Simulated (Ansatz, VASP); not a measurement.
# SiGe3Ru2 in VASP and in Ansatz

```xyz
6
Lattice="3.6100 0.0000 0.0000 0.0000 3.6100 0.0000 0.0000 0.0000 7.1920" Properties=species:S:1:pos:R:3 pbc="T T T"
Si    0.0000    0.0000    0.0000
Ge    1.8050    1.8050    0.0000
Ge    0.0000    1.8050    2.7882
Ge    1.8050    0.0000    4.4038
Ru    0.0000    1.8050    5.5125
Ru    1.8050    0.0000    1.6795
```

Change from the starting cell: species swapped into the Zr2CuSb3 type (P-4m2, No. 115).

Alike in both runs: task single point; functional PBE; k mesh 6 × 6 × 4; occupations gaussian, width 0.1 eV; collinear spin.

|  | VASP | Ansatz |
| --- | --- | --- |
| version | VASP 6.6.1 | Ansatz 0.2.0 |
| potentials or method | VASP PAW PBE potentials, release 64 (Si, Ge_d, Ru_pv), cutoff 520 eV | scalar-relativistic, plane waves, PAW |
| valence electrons in the cell | 74 | 78 |

|  | VASP | Ansatz | Ansatz less VASP |
| --- | --- | --- | --- |
| gap on the k mesh at the Fermi level (eV) | none | none | - |
| pressure (GPa) | 0.0 | -0.1 | -0.12 |
| traceless stress, the component that is largest in VASP (GPa) | 0.31 | 0.28 | -0.033 |
| rms of the force components (eV/Å) | 0.002 | 0.004 | +0.0022 |
| net moment per atom (μB) | 0.00 | 0.00 | 0.000 |

Atom by atom the forces differ by 0.005 eV/Å (rms over components). A gap of «none» marks a metal or a gap that the smearing closes. The functional is the same, so the differences come from potentials, cutoffs and numerics. VASP's potentials hold 74 valence electrons a cell and Ansatz's 78, so a difference there can come from the potentials and not from the codes. Ansatz's warnings: seeded moment not kept.
